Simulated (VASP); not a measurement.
A run of VASP 6.6.1:

The input INCAR:

```
ALGO = Normal
EDIFF = 1E-7
EDIFFG = -0.01
ENCUT = 600
GGA = PE
IBRION = 2
ISIF = 3
ISMEAR = 0
LASPH = T
LCHARG = F
LREAL = F
LWAVE = F
NELM = 60
NSW = 100
PREC = Accurate
SIGMA = 0.1
```

KPOINTS

```
k-points
0
Gamma
  16 16 16
```

Contents of POSCAR:

```
As
1.0
    0.0000000000      3.0642851263      3.0642851263
    3.0642851263      0.0000000000      3.0642851263
    3.0642851263      3.0642851263      0.0000000000
As
2
Direct
    0.0000000000      0.0000000000      0.0000000000
    0.2500000000      0.2500000000      0.2500000000
```

Potentials or basis: VASP PAW PBE potentials, release 64 (As).

Command:

```console
$ cat potpaw_PBE.64/As/POTCAR > POTCAR
$ mpirun -np 1 vasp_std > vasp.out
```

Hardware: 1 thread of Intel(R) Xeon(R) 6975P-C (Granite Rapids) (shared host).

**Question.** How long does it take, and how much memory?

**Answer.** It took 45 s on 1 thread of Intel(R) Xeon(R) 6975P-C (Granite Rapids), on a shared host, peak memory 0.26 GiB. Counts: scf iterations 16, k points 145, ion steps 2.
